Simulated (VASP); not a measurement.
The system is SnO2 (Cassiterite).

```
Sn O
1.0
     4.83093    0.00000    0.00000
     0.00000    4.83093    0.00000
     0.00000    0.00000    3.24900
Sn O
2 4
Cartesian
  2.4155 2.4155 1.6245
  0.0000 0.0000 0.0000
  3.8990 0.9319 1.6245
  3.3473 3.3473 0.0000
  0.9319 3.8990 1.6245
  1.4836 1.4836 0.0000
```

Base run:

```yaml
Program: VASP 6.6.1
Functional: revPBE
Dispersion: D3(BJ)
Potentials_or_basis: VASP PAW PBE potentials, release 64 (Sn_d, O)
Cutoff: 520 eV
k_mesh: 6 × 6 × 8
Occupations: fermi-dirac, width 0.05 eV
Spin: no spin polarisation
```

Its results: band gap on the k mesh 0.68 eV, direct; pressure -2.9 GPa; largest force 0.104 eV/Å.

Problem. After a change of settings the same cell gave: band gap on the k mesh 0.69 eV, direct; pressure -0.9 GPa; largest force 0.158 eV/Å. Which change was it?
A. functional from revPBE to BLYP
B. functional from revPBE to RPBE; dispersion from D3(BJ) to D4
C. dispersion from D3(BJ) to none; occupations from fermi-dirac, width 0.05 eV to gaussian, width 0.05 eV

Solution. A.

Caveats: the PAW data sets were made with another functional, which shifts forces and pressure a little; spin-orbit coupling is left out, which moves the levels of the heavy elements.
